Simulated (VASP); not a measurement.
A run of VASP 6.6.1 is set up as follows.

File INCAR:

```
  PREC = Accurate
  ENCUT = 520
  EDIFF = 1E-6
  ISMEAR = -1
  SIGMA = 0.02
  LREAL = False
  LASPH = True
  NELM = 100
  ALGO = Normal
  ISIF = 2
  LWAVE = False
  LCHARG = False
  GGA = PE
  NBANDS = 50
```

The input KPOINTS:

```
regular mesh
0
Gamma
  2 6 6
```

File POSCAR:

```
SnSe
1.0
   11.5044727694      0.0000000000      0.0000000000
    0.0000000000      4.0468843501      0.0000000000
    0.0000000000      0.0000000000      4.8238562955
Sn Se
4 4
Direct
    0.6174645421      0.7500000000      0.3677702109
    0.8825354579      0.2500000000      0.8677702109
    0.3825354579      0.2500000000      0.6322297891
    0.1174645421      0.7500000000      0.1322297891
    0.1474825466      0.2500000000      0.5111949319
    0.6474825466      0.2500000000      0.9888050681
    0.3525174534      0.7500000000      0.0111949319
    0.8525174534      0.7500000000      0.4888050681
```

Potentials or basis: VASP PAW PBE potentials, release 64 (Sn_d, Se).

The run is started by

```sh
$ cat potpaw_PBE.64/Sn_d/POTCAR potpaw_PBE.64/Se/POTCAR > POTCAR
$ mpirun -np 1 vasp_std > vasp.out
```

Predict the pressure.

1.7 GPa.

Predict the band gap on the k mesh.

0.70 eV (least direct gap 1.11 eV).

Estimate the largest force.

0.251 eV/Å.

Forces in eV/Å, atoms in the order of the input:
```
Sn  -0.179  0.000  0.177
Sn   0.179  0.000  0.177
Sn   0.179  0.000 -0.177
Sn  -0.179  0.000 -0.177
Se  -0.112  0.000  0.185
Se  -0.112  0.000 -0.185
Se   0.112  0.000  0.185
Se   0.112  0.000 -0.185
```

Caveat: the cell differs from its parent crystal (epitaxial xy strain -2.0%); spin-orbit coupling is left out, which moves the levels of the heavy elements. A k mesh can miss the band edges.
